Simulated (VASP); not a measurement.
Set up this calculation in VASP 6.6.1, as the native input.

- Task: single point
- Functional: PBE
- Potentials or basis: VASP PAW PBE potentials, release 64 (Ag, O)
- Cutoff: 520 eV
- k mesh: 8 × 6 × 10
- Occupations: gaussian, width 0.1 eV
- Spin: no spin polarisation
- Dipole correction: no
- Further INCAR settings: ALGO = Normal; EDIFF = 1e-07; NBANDS = 32

The structure of AgO2 lies in POSCAR:

```
AgO2
1.0
    4.0717210645      0.0000000000      0.0000000000
    0.0000000000      5.1072352204      0.0000000000
    0.0000000000      0.0000000000      3.3460387101
Ag O
2 4
Direct
    0.0000000000      0.0000000000      0.0000000000
    0.5000000000      0.5000000000      0.5000000000
    0.8640032349      0.5821286802      0.0000000000
    0.1359967651      0.4178713198      0.0000000000
    0.3640032349      0.9178713198      0.5000000000
    0.6359967651      0.0821286802      0.5000000000
```

One way to write it, as run:

INCAR

```
ALGO = Normal
EDIFF = 1E-7
ENCUT = 520
GGA = PE
ISIF = 2
ISMEAR = 0
LASPH = True
LCHARG = True
LELF = True
LREAL = False
LVHAR = True
LWAVE = False
NBANDS = 32
NELM = 80
PREC = Accurate
SIGMA = 0.1
```

KPOINTS

```
k-points
0
Gamma
  8 6 10
```

Potentials or basis: VASP PAW PBE potentials, release 64 (Ag, O).

Launch:

```bash
$ cat potpaw_PBE.64/Ag/POTCAR potpaw_PBE.64/O/POTCAR > POTCAR
$ mpirun -np 1 vasp_std > vasp.out
```

Results of the run:

```
Pressure               : 14.3 GPa
Largest force          : 0.297 eV/Å
Band gap on the k mesh : zero (bands 23 and 24 overlap by 2.50 eV)
```

Caveat: the cell stands under pressure.

Run time: 4.8 min on 1 thread of Oxide Virtual Turin-like Processor, on a shared host, peak memory 0.29 GiB.
